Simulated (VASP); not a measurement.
# Nb16H (a cell with a defect) in VASP: a series of runs

The runs below take Nb16H (a cell with a defect) through single point, with PBEsol.

Everything below comes from runs of VASP 6.6.1. Logs are shortened: lines on timing, memory, paths and dates and some standing lists are left out, and cuts for length are marked.

### 1 The cell of the first run

The cell holds a defect, 17 atoms: a = 6.600 Å, b = 6.600 Å, c = 6.600 Å, α = 90.00°, β = 90.00°, γ = 90.00°.

### 2 Single point, PBEsol

INCAR

```
SYSTEM = Nb16H
PREC = Accurate
ENCUT = 520
EDIFF = 1E-6
ISMEAR = 0
SIGMA = 0.1
LREAL = Auto
LASPH = .TRUE.
NELM = 100
ALGO = Normal
ISIF = 2
LWAVE = .FALSE.
LCHARG = .FALSE.
GGA = PS
NBANDS = 118
```

KPOINTS

```
Automatic mesh
0
G
  3 3 3
  0 0 0
```

POSCAR

```
Nb16H
1.0
    6.6000000000      0.0000000000      0.0000000000
    0.0000000000      6.6000000000      0.0000000000
    0.0000000000      0.0000000000      6.6000000000
Nb H
16 1
Direct
   -0.0003978788      0.0022556061      0.0005274242
    0.4999083333      0.0022592424      0.0005168182
   -0.0014103030      0.5027672727     -0.0009981818
    0.0108762121     -0.0061424242      0.5021880303
    0.2497601515      0.2505977273      0.2500362121
    0.5009278788      0.5027745455     -0.0010062121
    0.4886374242     -0.0061369697      0.5021804545
    0.7497519697      0.2571153030      0.2417795455
    0.0001013636      0.4996872727      0.4996125758
    0.2497568182      0.7494030303      0.2518724242
    0.2497540909      0.2489127273      0.7506639394
    0.4994087879      0.4997000000      0.4996092424
    0.7497589394      0.7506546970      0.2493565152
    0.7497530303      0.2506054545      0.7480695455
    0.2497512121      0.7475325758      0.7532340909
    0.7497601515      0.7486050000      0.7518462121
    0.7497346970      0.0903878788      0.4738865152
```

Potentials or basis: VASP PAW PBE potentials, release 64 (Nb_sv, H).

Command:

```
> cat potpaw_PBE.64/Nb_sv/POTCAR potpaw_PBE.64/H/POTCAR > POTCAR
> mpirun -np 1 vasp_std > vasp.out
```

OUTCAR:

```text
SYSTEM = Nb16H
   PREC = Accurate
   ENCUT = 520
   EDIFF = 1E-6
   ISMEAR = 0
   LREAL = Auto
   LASPH = .TRUE.
   NELM = 100
   ISIF = 2
   GGA = PS

 ion  position               nearest neighbor table
   1  1.000  0.002  0.001-   8 2.84  11 2.85   5 2.85  13 2.86  14 2.86  16 2.87  15 2.87  10 2.87

   2  0.500  0.002  0.001-   8 2.84  11 2.85   5 2.85  13 2.86  14 2.86  16 2.87  15 2.87  10 2.87

   3  0.999  0.503  0.999-   8 2.81  15 2.83  16 2.83  13 2.85  10 2.86  14 2.87  11 2.87   5 2.87
[... 23 lines left out ...]
  15  0.250  0.748  0.753-   4 2.81   7 2.81   3 2.83   6 2.83  12 2.86   9 2.86   1 2.87   2 2.87

  16  0.750  0.749  0.752-   6 2.83   3 2.83   9 2.86  12 2.86   1 2.87   2 2.87   4 2.88   7 2.88

  17  0.750  0.090  0.474-   7 1.85   4 1.85   8 1.89

  LATTYP: Found a simple cubic cell.
 ALAT       =     6.6000000000

  Lattice vectors:

 A1 = (   6.6000000000,   0.0000000000,   0.0000000000)
 A2 = (   0.0000000000,   6.6000000000,   0.0000000000)
 A3 = (   0.0000000000,   0.0000000000,   6.6000000000)

Analysis of symmetry for initial positions (statically):
=====================================================================
 Subroutine PRICEL returns:
 Original cell was already a primitive cell.

 Routine SETGRP: Setting up the symmetry group for a
 simple cubic supercell.

 Subroutine GETGRP returns: Found  1 space group operations
 (whereof  1 operations were pure point group operations)
 out of a pool of 48 trial point group operations.

The static configuration has the point symmetry C_1 .

Analysis of symmetry for dynamics (positions and initial velocities):
=====================================================================
 Subroutine PRICEL returns:
 Original cell was already a primitive cell.

 Routine SETGRP: Setting up the symmetry group for a
 simple cubic supercell.

 Subroutine GETGRP returns: Found  1 space group operations
 (whereof  1 operations were pure point group operations)
 out of a pool of 48 trial point group operations.

The dynamic configuration has the point symmetry C_1 .

 Subroutine INISYM returns: Found  1 space group operations
 (whereof  1 operations are pure point group operations),
 and found     1 'primitive' translations

----------------------------------------------------------------------------------------
[... 116 lines left out ...]
   IBRION =     -1    ionic relax: 0-MD 1-quasi-New 2-CG
   NFREE  =      0    steps in history (QN), initial steepest desc. (CG)
   ISIF   =      2    stress and relaxation
   ISYM   =      2    0-nonsym 1-usesym 2-fastsym
   POTIM  = 0.5000    time-step for ionic-motion
   TEBEG  =    0.0;   TEEND  =   0.0 temperature during run
   PSTRESS=    0.0 pullay stress
   NELECT =     209.0000    total number of electrons
   NUPDOWN=      -1.0000    fix difference up-down
   EMIN   =  10.00;   EMAX   =-10.00  energy-range for DOS
   EFERMI =   0.00;   METHOD = LEGACY
   ISMEAR =     0;   SIGMA  =   0.10  broadening in eV -4-tet -1-fermi 0-gaus
   EFERMI_NEDOS =   21; number of points for ismear=-14 and -15
   IALGO  =     38    algorithm
   IMIX   =      4    mixing-type and parameters
     AMIX     =   0.40;   BMIX     =  1.00
     AMIX_MAG =   1.60;   BMIX_MAG =  1.00
  volume/ion in A,a.u.               =      16.91       114.12
  Fermi-wavevector in a.u.,A,eV,Ry     =   1.472018  2.781710 29.481589  2.166836
  Thomas-Fermi vector in A             =   2.587083
   LORBIT       =      0    0 simple, 1 ext, 2 COOP (PROOUT), +10 PAW based schemes
   GGA     = PS    functional components
   LHFCALC =     F    Hartree Fock is set to
   AEXX    =    0.0000 exact exchange contribution
   IVDW    =     0    specifies the selected vdW correction
   LEPSILON=     F    determine dielectric tensor
   LRPA    =     F    only Hartree local field effects (RPA)
 non-spin polarized calculation
 Gauss-broadening in eV      SIGMA  =   0.10
  energy-cutoff  :      520.00
  volume of cell :      287.50
 maximum number of plane-waves:      7809
 NGX is ok and might be reduce to    50
   NGX = 25   NGY = 25   NGZ = 25

 number of electron     209.0000021 magnetization

 Free energy of the ion-electron system (eV)
  ---------------------------------------------------
  ext. energy  EPLUGINS =         0.00000000
  ---------------------------------------------------
  free energy    TOTEN  =      -179.20056345 eV

  energy without entropy =     -179.14373591  energy(sigma->0) =     -179.17214968

 E-fermi :  11.1129     XC(G=0): -12.6725

 val. band max:       11.1085902957   @ k =   0.0000  -0.3333   0.3333
 cond. band min:      11.1301219398   @ k =   0.3333   0.3333   0.0000
 fundamental gap:      0.0215316441
 Fermi energy:        11.1129442826

 k-point     1 :       0.0000    0.0000    0.0000
  band No.  band energies     occupation
      1     -43.1162      2.00000
      2     -42.9386      2.00000
      3     -42.9226      2.00000
      4     -42.8970      2.00000
      5     -42.8849      2.00000
      6     -42.8806      2.00000
[... 1655 lines left out ...]
    115      13.5335      0.00000
    116      13.5781      0.00000
 [bands above 116 left out]

------------------------ aborting loop because EDIFF is reached ----------------------------------------

  FORCE on cell =-STRESS in cart. coord.  units (eV):
  Direction    XX          YY          ZZ          XY          YZ          ZX
  --------------------------------------------------------------------------------------
  -------------------------------------------------------------------------------------
  Total       -5.1912542     -7.6358199     -7.9059839      0.0001164     -0.7748555      0.0005549
  in kB      -28.9301757    -42.5534183    -44.0590066      0.0006487     -4.3181674      0.0030923
  external PRESSURE =     -38.5142002 kB  Pullay stress =       0.0000000 kB

 VOLUME and BASIS-vectors are now :
 -----------------------------------------------------------------------------
  energy-cutoff  :      520.00
  volume of cell :      287.50
      direct lattice vectors                 reciprocal lattice vectors
     6.600000000  0.000000000  0.000000000     0.151515152  0.000000000  0.000000000
     0.000000000  6.600000000  0.000000000     0.000000000  0.151515152  0.000000000
     0.000000000  0.000000000  6.600000000     0.000000000  0.000000000  0.151515152

 POSITION                                       TOTAL-FORCE (eV/Angst)
 -----------------------------------------------------------------------------------
      6.59737      0.01489      0.00348        -0.000132     -0.005975     -0.016424
      3.29939      0.01491      0.00341         0.000505     -0.006408     -0.015735
      6.59069      3.31826      6.59341        -0.005181     -0.017196     -0.020704
      0.07178      6.55946      3.31444        -0.025327     -0.048583     -0.048596
      1.64842      1.65395      1.65024         0.000544     -0.027698     -0.018182
      3.30612      3.31831      6.59336         0.004819     -0.016961     -0.019977
[... 9 lines left out ...]
      4.94842      4.94079      4.96218        -0.000385      0.005116     -0.043928
      4.94825      0.59656      3.12765         0.001727      0.372446      0.326745
 -----------------------------------------------------------------------------------
    total drift:                                0.001842      0.001962     -0.000198

  FREE ENERGIE OF THE ION-ELECTRON SYSTEM (eV)
  ---------------------------------------------------
  free  energy   TOTEN  =      -179.2005634480 eV

  energy  without entropy=     -179.1437359079  energy(sigma->0) =     -179.17214968
```

Run time: 12 min. Hardware: 1 thread of Intel Xeon 6975P-C (Granite Rapids), shared host; peak memory 0.52 GiB.

What came out:

```
Free energy   : -179.2006 eV
Pressure      : -3.9 GPa
Largest force : 0.495 eV/Å
```

Forces in eV/Å, atoms in the order of the input:
```
Nb   0.000 -0.006 -0.016
Nb   0.001 -0.006 -0.016
Nb  -0.005 -0.017 -0.021
Nb  -0.025 -0.049 -0.049
Nb   0.001 -0.028 -0.018
Nb   0.005 -0.017 -0.020
Nb   0.023 -0.050 -0.048
Nb   0.000 -0.036 -0.007
Nb   0.017 -0.019 -0.016
Nb   0.000 -0.034 -0.004
Nb   0.000 -0.047 -0.022
Nb  -0.016 -0.018 -0.016
Nb   0.000 -0.021 -0.023
Nb   0.000  0.006 -0.001
Nb   0.000 -0.036 -0.005
Nb   0.000  0.005 -0.044
H    0.002  0.372  0.327
```

Caveat: the PAW data sets were made with another functional, which shifts forces and pressure a little.

### 3 Single point, PBEsol

INCAR

```
SYSTEM = Nb16H
  PREC = Accurate
  ENCUT = 520
  EDIFF = 1E-7
  ISMEAR = 0
  SIGMA = 0.1
  LREAL = Auto
  LASPH = .TRUE.
  NELM = 100
  ALGO = Normal
  ISIF = 2
  LWAVE = .FALSE.
  LCHARG = .TRUE.
  GGA = PS
  LELF = .TRUE.
  LVHAR = .TRUE.
  NBANDS = 118
```

KPOINTS is that of step 2.

POSCAR

```
Nb16H
1.0
    6.6000000000      0.0000000000      0.0000000000
    0.0000000000      6.6000000000      0.0000000000
    0.0000000000      0.0000000000      6.6000000000
Nb H
16 1
Direct
   -0.0003056061      0.0018721212      0.0006263636
    0.4998410606      0.0018821212      0.0006142424
   -0.0016083333      0.5025392424     -0.0015398485
    0.0117716667     -0.0055062121      0.5035304545
    0.2497698485      0.2507834848      0.2497839394
    0.5011342424      0.5025478788     -0.0015483333
    0.4877890909     -0.0054937879      0.5035181818
    0.7497653030      0.2582227273      0.2413275758
   -0.0000319697      0.4996386364      0.4992509091
    0.2497669697      0.7497368182      0.2520595455
    0.2497659091      0.2484722727      0.7504546970
    0.4995663636      0.4996539394      0.4992439394
    0.7497718182      0.7514407576      0.2498331818
    0.7497689394      0.2500698485      0.7476595455
    0.2497634848      0.7469257576      0.7536859091
    0.7497734848      0.7482328788      0.7520928788
    0.7497565152      0.0748516667      0.4573743939
```

Potentials or basis: VASP PAW PBE potentials, release 64 (Nb_sv, H).

Command:

```
> cat potpaw_PBE.64/Nb_sv/POTCAR potpaw_PBE.64/H/POTCAR > POTCAR
> mpirun -np 1 vasp_std > vasp.out
```

OUTCAR:

```text
SYSTEM = Nb16H
   PREC = Accurate
   ENCUT = 520
   EDIFF = 1E-7
   ISMEAR = 0
   LREAL = Auto
   LASPH = .TRUE.
   NELM = 100
   ISIF = 2
   GGA = PS

 ion  position               nearest neighbor table
   1  1.000  0.002  0.001-  11 2.85   8 2.85   5 2.85  13 2.86  14 2.86  15 2.87  16 2.87  10 2.87

   2  0.500  0.002  0.001-  11 2.85   8 2.85   5 2.85  13 2.86  14 2.86  15 2.87  16 2.87  10 2.87

   3  0.998  0.503  0.998-   8 2.80  15 2.82  16 2.82  13 2.85  14 2.87  10 2.87  11 2.87   5 2.87
[... 23 lines left out ...]
  15  0.250  0.747  0.754-   4 2.80   7 2.80   6 2.82   3 2.82  12 2.86   9 2.86   1 2.87   2 2.87

  16  0.750  0.748  0.752-   3 2.82   6 2.82   9 2.86  12 2.86   1 2.87   2 2.87   4 2.88   7 2.89

  17  0.750  0.075  0.457-   7 1.83   4 1.83   8 1.87

  LATTYP: Found a simple cubic cell.
 ALAT       =     6.6000000000

  Lattice vectors:

 A1 = (   6.6000000000,   0.0000000000,   0.0000000000)
 A2 = (   0.0000000000,   6.6000000000,   0.0000000000)
 A3 = (   0.0000000000,   0.0000000000,   6.6000000000)

[... 198 lines left out ...]
 fundamental gap:      0.0307910786
 Fermi energy:        11.1100852685

 k-point     1 :       0.0000    0.0000    0.0000
  band No.  band energies     occupation
      1     -43.1163      2.00000
      2     -42.9389      2.00000
      3     -42.9220      2.00000
      4     -42.9068      2.00000
      5     -42.8841      2.00000
      6     -42.8799      2.00000
[... 1655 lines left out ...]
    115      13.5275      0.00000
    116      13.5619      0.00000
 [bands above 116 left out]

------------------------ aborting loop because EDIFF is reached ----------------------------------------

  FORCE on cell =-STRESS in cart. coord.  units (eV):
  Direction    XX          YY          ZZ          XY          YZ          ZX
  --------------------------------------------------------------------------------------
  -------------------------------------------------------------------------------------
  Total       -4.7176135     -7.7678730     -7.9896836     -0.0007290     -1.0730159     -0.0009939
  in kB      -26.2906386    -43.2893329    -44.5254539     -0.0040626     -5.9797761     -0.0055391
  external PRESSURE =     -38.0351418 kB  Pullay stress =       0.0000000 kB

 VOLUME and BASIS-vectors are now :
 -----------------------------------------------------------------------------
  energy-cutoff  :      520.00
  volume of cell :      287.50
      direct lattice vectors                 reciprocal lattice vectors
     6.600000000  0.000000000  0.000000000     0.151515152  0.000000000  0.000000000
     0.000000000  6.600000000  0.000000000     0.000000000  0.151515152  0.000000000
     0.000000000  0.000000000  6.600000000     0.000000000  0.000000000  0.151515152

 POSITION                                       TOTAL-FORCE (eV/Angst)
 -----------------------------------------------------------------------------------
      6.59798      0.01236      0.00413         0.002587      0.002442     -0.005050
      3.29895      0.01242      0.00405        -0.002635      0.002272     -0.004440
      6.58939      3.31676      6.58984        -0.000243     -0.007722     -0.014763
      0.07769      6.56366      3.32330         0.000219     -0.037923     -0.029393
      1.64848      1.65517      1.64857         0.000363     -0.020089     -0.009265
      3.30749      3.31682      6.58978         0.000171     -0.008049     -0.014271
[... 9 lines left out ...]
      4.94850      4.93834      4.96381        -0.000422      0.024387     -0.046342
      4.94839      0.49402      3.01867         0.002164      0.252702      0.233261
 -----------------------------------------------------------------------------------
    total drift:                                0.001930      0.004045      0.004644

  FREE ENERGIE OF THE ION-ELECTRON SYSTEM (eV)
  ---------------------------------------------------
  free  energy   TOTEN  =      -179.1331147645 eV

  energy  without entropy=     -179.0750509762  energy(sigma->0) =     -179.10408287
```

It took 9.8 min on 1 thread of Intel Xeon 6975P-C (Granite Rapids), shared host; peak memory 0.52 GiB.

Results:

```yaml
Free_energy: -179.1331 eV
Pressure: -3.8 GPa
Largest_force: 0.344 eV/Å
```

Forces in eV/Å, atoms in the order of the input:
```
Nb   0.003  0.002 -0.005
Nb  -0.003  0.002 -0.004
Nb   0.000 -0.008 -0.015
Nb   0.000 -0.038 -0.029
Nb   0.000 -0.020 -0.009
Nb   0.000 -0.008 -0.014
Nb  -0.003 -0.039 -0.028
Nb   0.000 -0.028 -0.007
Nb   0.012 -0.016 -0.014
Nb   0.000 -0.030  0.010
Nb   0.000 -0.036  0.001
Nb  -0.011 -0.017 -0.014
Nb   0.000 -0.012 -0.025
Nb   0.000 -0.007 -0.032
Nb   0.000 -0.023  0.000
Nb   0.000  0.024 -0.046
H    0.002  0.253  0.233
```

Levels at points of the mesh, in eV from the Fermi level:
| k point | band 99 | band 100 | band 101 | band 102 | band 103 | band 104 | band 105 | band 106 | band 107 | band 108 |
| --- | --- | --- | --- | --- | --- | --- | --- | --- | --- | --- |
| (0.00, 0.00, 0.00) | 0.36 | 0.39 | 0.69 | 0.86 | 0.90 | 0.91 | 0.94 | 0.96 | 0.97 | 1.00 |

Caveat: the PAW data sets were made with another functional, which shifts forces and pressure a little.

### 4 Single point, PBEsol

INCAR

```
PREC = Accurate
ENCUT = 520
EDIFF = 1E-6
ISMEAR = 0
SIGMA = 0.1
LREAL = Auto
LASPH = True
NELM = 100
ALGO = Normal
ISIF = 2
LWAVE = False
LCHARG = False
GGA = PS
NBANDS = 118
```

KPOINTS

```
Automatic mesh
0
Gamma
  3 3 3
```

POSCAR

```
Nb16H
1.0
    6.6000000000      0.0000000000      0.0000000000
    0.0000000000      6.6000000000      0.0000000000
    0.0000000000      0.0000000000      6.6000000000
Nb H
16 1
Direct
   -0.0000063636      0.0009672727      0.0005395455
    0.4995939394      0.0009737879      0.0005240909
   -0.0015845455      0.5017583333     -0.0023562121
    0.0117966667     -0.0033195455      0.5056806061
    0.2497963636      0.2504296970      0.2493984848
    0.5011634848      0.5017665152     -0.0023653030
    0.4878174242     -0.0033078788      0.5056675758
    0.7497916667      0.2588804545      0.2419604545
   -0.0002780303      0.4995877273      0.4983106061
    0.2497918182      0.7497627273      0.2517081818
    0.2497940909      0.2481581818      0.7504453030
    0.4998666667      0.4995996970      0.4983001515
    0.7497948485      0.7525465152      0.2501013636
    0.7497990909      0.2503819697      0.7487378788
    0.2497900000      0.7465280303      0.7532519697
    0.7498000000      0.7481245455      0.7519459091
    0.7497825758      0.0428136364      0.4253012121
```

Command:

```
> cat potpaw_PBE.64/Nb_sv/POTCAR potpaw_PBE.64/H/POTCAR > POTCAR
> mpirun -np 1 vasp_std > vasp.out
```

Run time: 17 min. Hardware: 1 thread of Intel Xeon Platinum 8488C (Sapphire Rapids), shared host; peak memory 0.52 GiB.

The run converged. Its results:

```
Free energy   : -179.1332 eV
Pressure      : -3.8 GPa
Largest force : 0.344 eV/Å
```

Forces on the atoms (eV/Å):
```
Nb   0.012  0.014  0.016
Nb  -0.012  0.014  0.017
Nb   0.000  0.015  0.007
Nb   0.000  0.029  0.039
Nb   0.000  0.009  0.020
Nb   0.000  0.014  0.007
Nb  -0.003  0.028  0.039
Nb   0.000  0.008  0.028
Nb   0.003  0.005 -0.002
Nb   0.000 -0.001  0.036
Nb   0.000 -0.011  0.030
Nb  -0.002  0.005 -0.002
Nb   0.000  0.033  0.007
Nb   0.000  0.025  0.011
Nb   0.001  0.000  0.023
Nb   0.000  0.047 -0.025
H    0.002 -0.234 -0.253
```

Stress tensor (GPa, compression positive):
```
-2.63  0.00  0.00
 0.00 -4.45 -0.60
 0.00 -0.60 -4.33
```

Levels at points of the mesh, in eV from the Fermi level:
| k point | band 100 | band 101 | band 102 | band 103 | band 104 | band 105 | band 106 | band 107 |
| --- | --- | --- | --- | --- | --- | --- | --- | --- |
| (0.00, 0.00, 0.00) | 0.39 | 0.69 | 0.86 | 0.90 | 0.91 | 0.94 | 0.96 | 0.97 |

Caveat: the PAW data sets were made with another functional, which shifts forces and pressure a little.

[end of part 1 of 2]
